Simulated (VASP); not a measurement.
Input of a VASP 6.6.1 run:

The input INCAR:

```
SYSTEM = CsCl
ALGO     = Normal         ! electronic algorithm
EDIFF    = 1E-6           ! SCF threshold, eV
ENCUT    = 500            ! plane-wave cutoff, eV
GGA      = PE             ! functional
GGA_COMPAT= .FALSE.      
ISIF     = 2              ! what is computed and relaxed
ISMEAR   = -1             ! smearing method
LASPH    = .TRUE.         ! aspherical terms in the spheres
LCHARG   = .FALSE.        ! write CHGCAR
LORBIT   = 11             ! projections on sites
LORBMOM  = .TRUE.       
LREAL    = .FALSE.        ! projectors in reciprocal space
LSORBIT  = .TRUE.         ! spin-orbit coupling
LWAVE    = .FALSE.        ! write WAVECAR
MAGMOM   = 0 0 0 0 0 0    ! initial moments
NBANDS   = 28             ! bands
NELM     = 200            ! most SCF steps
PREC     = Accurate       ! precision mode
SIGMA    = 0.03           ! smearing width, eV
```

KPOINTS

```
k-points
0
G
  6 6 6
  0 0 0
```

Contents of POSCAR:

```
CsCl
1.0
    4.1230000000      0.0000000000      0.0000000000
    0.0000000000      4.1230000000      0.0000000000
    0.0000000000      0.0000000000      4.1230000000
Cs Cl
1 1
Direct
    0.0000000000      0.0000000000      0.0000000000
    0.5000000000      0.5000000000      0.5000000000
```

Potentials or basis: VASP PAW PBE potentials, release 64 (Cs_sv, Cl).

Command:

```bash
$ cat potpaw_PBE.64/Cs_sv/POTCAR potpaw_PBE.64/Cl/POTCAR > POTCAR
$ mpirun -np 1 vasp_ncl > vasp.out
```

Task: What does it give for the net moment?

Result: 0.00 μB per cell.

Task: Estimate the pressure.

Result: 1.0 GPa.

Moments on the atoms (μB; x, y, z):
```
Cs  0.00 0.00 0.00
Cl  0.00 0.00 0.00
```
